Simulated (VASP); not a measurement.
# MoPt2 (Immm) in VASP: a series of runs

The runs below take MoPt2 through electric field gradients, with LDA.

Everything below comes from runs of VASP 6.6.1. Logs are shortened: lines on timing, memory, paths and dates and some standing lists are left out, and cuts for length are marked.

### Step 1. The cell of the first run

It takes space group Immm (No. 71, orthorhombic). The conventional cell has a = 2.748 Å, b = 3.915 Å, c = 8.238 Å, α = 90.00°, β = 90.00°, γ = 90.00°. Mo (site symmetry mmm) has 10 Pt at 2.74 to 2.79 Å and 2 Mo at 2.75 Å within 3.6 Å. Within 3.5 Å of Pt (site symmetry mm2) lie 7 Pt at 2.66 to 2.80 Å and 5 Mo at 2.74 to 2.79 Å.

### Step 2. Electric field gradients, LDA (shortest bond scaled by 1.1)

INCAR

```
SYSTEM = MoPt2
ALGO = Normal
EDIFF = 1E-8
ENCUT = 520
GGA = CA
ISIF = 2
ISMEAR = -1
LASPH = .True.
LCHARG = .False.
LEFG = .True.
LREAL = .False.
LWAVE = .False.
NBANDS = 24
NELM = 100
PREC = Accurate
SIGMA = 0.05
```

KPOINTS

```
k-points
0
Gamma
  13 13 13
  0 0 0
```

POSCAR

```
MoPt2
1.0
   -1.3740000000      1.9575000000      4.1190000000
    1.3740000000     -1.9575000000      4.1190000000
    1.3740000000      1.9575000000     -4.1190000000
Mo Pt
1 2
Direct
    0.0000000000      0.0000000000      0.0000000000
    0.6617000000      0.6617000000      0.0000000000
    0.3383000000      0.3383000000      0.0000000000
```

Potentials or basis: VASP PAW LDA potentials, release 64 (Mo_sv, Pt).

Command:

```console
cat potpaw_LDA.64/Mo_sv/POTCAR potpaw_LDA.64/Pt/POTCAR > POTCAR
mpirun -np 1 vasp_std > vasp.out
```

OUTCAR:

```text
SYSTEM = MoPt2
   EDIFF = 1E-8
   ENCUT = 520
   GGA = CA
   ISIF = 2
   ISMEAR = -1
   LASPH = .True.
   LREAL = .False.
   NELM = 100
   PREC = Accurate

 ion  position               nearest neighbor table
   1  0.000  0.000  0.000-   2 2.74   3 2.74   2 2.74   3 2.74   2 2.74   3 2.74   3 2.74   2 2.74
                             2 2.79   3 2.79
   2  0.662  0.662  0.000-   3 2.66   1 2.74   1 2.74   1 2.74   1 2.74   1 2.79   3 2.80   3 2.80
                             3 2.80   3 2.80
   3  0.338  0.338  0.000-   2 2.66   1 2.74   1 2.74   1 2.74   1 2.74   1 2.79   2 2.80   2 2.80
                             2 2.80   2 2.80

  LATTYP: Found a body centered orthorhombic cell.
 ALAT       =     2.7480000000
 B/A-ratio  =     1.4246724891
 C/A-ratio  =     2.9978165939

  Lattice vectors:

 A1 = (  -1.3740000000,   1.9575000000,   4.1190000000)
 A2 = (   1.3740000000,  -1.9575000000,   4.1190000000)
 A3 = (   1.3740000000,   1.9575000000,  -4.1190000000)

Analysis of symmetry for initial positions (statically):
=====================================================================
 Subroutine PRICEL returns:
 Original cell was already a primitive cell.

 Routine SETGRP: Setting up the symmetry group for a
 body centered orthorhombic supercell.

 Subroutine GETGRP returns: Found  8 space group operations
 (whereof  8 operations were pure point group operations)
 out of a pool of  8 trial point group operations.

The static configuration has the point symmetry D_2h.

Analysis of symmetry for dynamics (positions and initial velocities):
=====================================================================
 Subroutine PRICEL returns:
 Original cell was already a primitive cell.

 Routine SETGRP: Setting up the symmetry group for a
 body centered orthorhombic supercell.

 Subroutine GETGRP returns: Found  8 space group operations
 (whereof  8 operations were pure point group operations)
 out of a pool of  8 trial point group operations.

The dynamic configuration has the point symmetry D_2h.

 Subroutine INISYM returns: Found  8 space group operations
 (whereof  8 operations are pure point group operations),
 and found     1 'primitive' translations

----------------------------------------------------------------------------------------

                                     Primitive cell

  volume of cell :      44.3139
[... 127 lines left out ...]

 number of electron      34.0000000 magnetization

 Free energy of the ion-electron system (eV)
  ---------------------------------------------------
  ext. energy  EPLUGINS =         0.00000000
  ---------------------------------------------------
  free energy    TOTEN  =       -28.36922189 eV

  energy without entropy =      -28.35460400  energy(sigma->0) =      -28.36191295

 E-fermi :  12.4738     XC(G=0): -13.8518

 val. band max:       12.4735610666   @ k =  -0.3077   0.4615   0.3077
 cond. band min:      12.4757731927   @ k =   0.1538  -0.4615   0.0769
 fundamental gap:      0.0022121261
 Fermi energy:        12.4738359091

 k-point     1 :       0.0000    0.0000    0.0000
  band No.  band energies     occupation
      1     -48.6561      2.00000
      2     -22.9939      2.00000
      3     -22.9461      2.00000
      4     -22.3734      2.00000
      5       2.4993      2.00000
      6       6.0805      2.00000
[... 637 lines left out ...]
     23      20.3396      0.00000
     24      22.9457      0.00000

 [... further k-points ...]
[... 5 lines left out ...]
  --------------------------------------------------------------------------------------
  -------------------------------------------------------------------------------------
  Total       -1.0254178     -0.5247335     -0.2328671      0.0000000      0.0000000      0.0000000
  in kB      -37.0741439    -18.9718231     -8.4193491      0.0000000      0.0000000      0.0000000
  external PRESSURE =     -21.4884387 kB  Pullay stress =       0.0000000 kB

 VOLUME and BASIS-vectors are now :
 -----------------------------------------------------------------------------
  energy-cutoff  :      520.00
  volume of cell :       44.31
      direct lattice vectors                 reciprocal lattice vectors
    -1.374000000  1.957500000  4.119000000     0.000000000  0.255427842  0.121388687
     1.374000000 -1.957500000  4.119000000     0.363901019  0.000000000  0.121388687
     1.374000000  1.957500000 -4.119000000     0.363901019  0.255427842  0.000000000

 POSITION                                       TOTAL-FORCE (eV/Angst)
 -----------------------------------------------------------------------------------
      0.00000      0.00000      0.00000         0.000000      0.000000     -0.000000
      0.00000      0.00000      5.45108         0.000000     -0.000000      0.360579
      0.00000      0.00000      2.78692        -0.000000      0.000000     -0.360579
 -----------------------------------------------------------------------------------
    total drift:                                0.000000     -0.000000      0.000000

  FREE ENERGIE OF THE ION-ELECTRON SYSTEM (eV)
  ---------------------------------------------------
  free  energy   TOTEN  =       -28.3692218945 eV

  energy  without entropy=      -28.3546039994  energy(sigma->0) =      -28.36191295

 Electric field gradients (V/A^2)
---------------------------------------------------------------------
 ion       V_xx      V_yy      V_zz      V_xy      V_xz      V_yz
---------------------------------------------------------------------
   1      -1.663   -17.065    18.727    -0.001    -0.000    -0.000
   2      -1.401    27.110   -25.708    -0.000    -0.000     0.000
   3      -1.401    27.110   -25.708    -0.000    -0.000     0.000
---------------------------------------------------------------------

 Electric field gradients after diagonalization (V/A^2)
 (convention: |V_zz| > |V_xx| > |V_yy|)
----------------------------------------------------------------------
 ion       V_xx      V_yy      V_zz     asymmetry (V_yy - V_xx)/ V_zz
----------------------------------------------------------------------
   1     -17.065    -1.663    18.727       0.822
   2     -25.708    -1.401    27.110       0.897
   3     -25.708    -1.401    27.110       0.897
----------------------------------------------------------------------

           NMR quadrupolar parameters

 Cq : quadrupolar parameter    Cq=e*Q*V_zz/h
 eta: asymmetry parameters     (V_yy - V_xx)/ V_zz
 Q  : nuclear electric quadrupole moment in mb (millibarn)
----------------------------------------------------------------------
 ion       Cq(MHz)       eta       Q (mb)
----------------------------------------------------------------------
   1       0.045       0.822       1.000
   2       0.066       0.897       1.000
   3       0.066       0.897       1.000
----------------------------------------------------------------------
```

stdout:

```text
POSCAR found type information on POSCAR MoPt
 POSCAR found :  2 types and       3 ions
 scaLAPACK will be used
 LDA part: xc-table for (Slater(with rela. corr.)+CA(PZ))
 , standard interpolation
 POSCAR, INCAR and KPOINTS ok, starting setup
 FFT: planning ... GRIDC
 FFT: planning ... GRID_SOFT
 FFT: planning ... GRID
 WAVECAR not read
 entering main loop
ion   1

ion   2

ion   3
```

Wall time 2.9 min (1 thread of Intel Xeon 6975P-C (Granite Rapids), shared host); peak memory 0.43 GiB.

What came out:

- Free energy: -28.3692 eV
- Pressure: -2.1 GPa
- Largest force: 0.361 eV/Å
- Band gap on the k mesh: zero (bands 17 and 18 overlap by 2.14 eV)
- Largest electric field gradient by atom: Mo +18.7; Pt +27.1 V/Å²

Forces on the atoms (eV/Å):
```
Mo   0.000  0.000  0.000
Pt   0.000  0.000  0.361
Pt   0.000  0.000 -0.361
```

Electric field gradients, principal values (V/Å²):
```csv
atom,least,middle,greatest (by size)
1 Mo,-1.663,-17.065,18.727
2 Pt,-1.401,-25.708,27.110
3 Pt,-1.401,-25.708,27.110
```

Caveat: the cell differs from its parent crystal (shortest bond scaled by 1.1); without QUAD_EFG the Cq values of the log hold for a quadrupole moment of 1 mb, not for the nuclei; spin-orbit coupling is left out, which moves the levels of the heavy elements.

(Continued in part 2 of 2.)
